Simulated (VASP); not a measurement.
Set up this calculation in VASP 6.6.1, as the native input.

* Task: single point
* Functional: PBEsol
* Potentials or basis: VASP PAW PBE potentials, release 64 (Nb_sv)
* Cutoff: 520 eV
* k mesh: 22 × 22 × 22
* Occupations: fermi-dirac, width 0.05 eV
* Spin: collinear spin, ferromagnetic start
* Starting moments: [1.0] μB
* Dipole correction: no
* Further INCAR settings: ALGO = Normal; EDIFF = 1e-07; NBANDS = 16

The structure of Nb lies in POSCAR:

```
Nb
1.0
   -1.5662371168      1.5662371168      1.5662371168
    1.5662371168     -1.5662371168      1.5662371168
    1.5662371168      1.5662371168     -1.5662371168
Nb
1
Direct
    0.0000000000      0.0000000000      0.0000000000
```

This cell differs from its parent crystal: volume scaled by 0.88.

The input as run:

INCAR

```
SYSTEM = Nb
ALGO = Normal
EDIFF = 1E-7
ENCUT = 520
GGA = PS
ISIF = 2
ISMEAR = -1
ISPIN = 2
LASPH = .TRUE.
LCHARG = .TRUE.
LELF = .TRUE.
LMAXMIX = 4
LORBIT = 11
LREAL = .FALSE.
LVHAR = .TRUE.
LWAVE = .FALSE.
MAGMOM = 1
NBANDS = 16
NELM = 150
PREC = Accurate
SIGMA = 0.05
```

KPOINTS

```
k-points
0
G
  22 22 22
  0 0 0
```

Potentials or basis: VASP PAW PBE potentials, release 64 (Nb_sv).

The run is started by

```sh
$ cat potpaw_PBE.64/Nb_sv/POTCAR > POTCAR
$ mpirun -np 1 vasp_std > vasp.out
```

Results of the run:

* Pressure: 29.5 GPa
* Net moment: 0.00 μB per cell
* Valence electrons inside the program's atomic spheres: Nb 11.01

Caveat: the PAW data sets were made with another functional, which shifts forces and pressure a little.

It took 63 s on 1 thread of Intel(R) Xeon(R) 6975P-C (Granite Rapids) (shared host), peak memory 0.22 GiB.
